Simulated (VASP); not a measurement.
Set up this calculation in VASP 6.6.1, as the native input.

- Task: relaxation of cell and atoms
- Functional: PBE
- Potentials or basis: VASP PAW PBE potentials, release 64 (In_d, Ru_pv)
- Cutoff: 600 eV
- k mesh: 8 × 8 × 8
- Occupations: gaussian, width 0.1 eV
- Spin: no spin polarisation
- Dipole correction: no
- Further INCAR settings: ALGO = Fast; EDIFF = 1e-07; IBRION = 2; EDIFFG = -0.01; NSW = 100; ISIF = 3

The structure of In4Ru lies in POSCAR:

```
In4Ru
1.0
   -3.1409718039      3.1409718039      3.1409718039
    3.1409718039     -3.1409718039      3.1409718039
    3.1409718039      3.1409718039     -3.1409718039
In Ru
4 1
Direct
    0.0000000000      0.0000000000      0.5000000000
    0.5000000000      0.0000000000      0.0000000000
    0.0000000000      0.5000000000      0.0000000000
    0.5000000000      0.5000000000      0.5000000000
    0.0000000000      0.0000000000      0.0000000000
```

The cell was built from a structure type or drawn by symmetry, and may not be a known phase.

These files were run (other wordings do the same):

INCAR

```
PREC = Accurate
ENCUT = 600
EDIFF = 1E-7
ISMEAR = 0
SIGMA = 0.1
LREAL = False
LASPH = True
NELM = 100
ALGO = Fast
ISIF = 3
LWAVE = False
LCHARG = False
GGA = PE
IBRION = 2
NSW = 100
EDIFFG = -0.01
```

KPOINTS

```
Automatic mesh
0
Gamma
  8 8 8
```

Potentials or basis: VASP PAW PBE potentials, release 64 (In_d, Ru_pv).

The run is started by

```bash
$ cat potpaw_PBE.64/In_d/POTCAR potpaw_PBE.64/Ru_pv/POTCAR > POTCAR
$ mpirun -np 1 vasp_std > vasp.out
```

Results of the run:

```
Relaxed volume                        : 24.65 Å³/atom
Relaxed cell                          : a = 5.430 Å, b = 5.430 Å, c = 5.430 Å, α = 109.47°, β = 109.47°, γ = 109.47°
Space group after relaxing (to 0.1 Å) : Im-3m (No. 229)
Energy gained by relaxing             : 0.0 meV/atom
Ionic steps                           : 2
Pressure after relaxing               : 0.0 GPa
Band gap on the k mesh                : zero (bands 33 and 34 overlap by 3.39 eV)
```

Caveat: spin-orbit coupling is left out, which moves the levels of the heavy elements.

Wall time 18 min on 1 thread of AMD EPYC 7571 (shared host), peak memory 0.39 GiB.
